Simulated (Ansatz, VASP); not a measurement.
**Nb: VASP beside Ansatz**

Contents of INCAR:

```
PREC = Accurate
ENCUT = 520
EDIFF = 1E-7
ISMEAR = -1
SIGMA = 0.05
LREAL = False
LASPH = True
NELM = 60
ALGO = Normal
ISIF = 2
LWAVE = False
LCHARG = False
GGA = PS
NBANDS = 12
```

KPOINTS

```
Automatic mesh
0
Gamma
  18 18 18
```

The input POSCAR:

```
Nb
1.0
   -1.5680506721      1.5680506721      1.5680506721
    1.5680506721     -1.5680506721      1.5680506721
    1.5680506721      1.5680506721     -1.5680506721
Nb
1
Direct
    0.0000000000      0.0000000000      0.0000000000
```

Input for Ansatz:

```yaml
crystal:
  lattice:
    - [-1.5680506721, 1.5680506721, 1.5680506721]
    - [1.5680506721, -1.5680506721, 1.5680506721]
    - [1.5680506721, 1.5680506721, -1.5680506721]
  atoms:
    - { symbol: Nb, position: [0.0, 0.0, 0.0] }
kpoints:
  mp_grid: { grid: [18, 18, 18] }
scf:
  occupations: { method: fermi_dirac, width: 0.05 }
hamiltonian:
  xc: pbesol
  pseudopotentials: { kind: all_electron, lapw: { basis_error: 0.001 } }
output:
  forces: true
  stress: true
  eigenvalues: true
  populations: true
```

Change from the starting cell: volume scaled by 0.88, LAPW.

Alike in both runs: task single point; functional PBEsol; k mesh 18 × 18 × 18; occupations fermi-dirac, width 0.05 eV; no spin polarisation.

|  | VASP | Ansatz |
| --- | --- | --- |
| version | VASP 6.6.1 | Ansatz 0.2.0 |
| potentials or method | VASP PAW PBE potentials, release 64 (Nb_sv), cutoff 520 eV | all-electron LAPW, scalar-relativistic |

```tsv
	VASP	Ansatz	Ansatz less VASP
pressure (GPa)	28.4	28.7	+0.30
```

VASP's potentials were made for PBE, not for PBEsol. Both programs put the cell under a high pressure, so it lies far from rest at this level. Ansatz ran all-electron here, and VASP with PAW potentials.
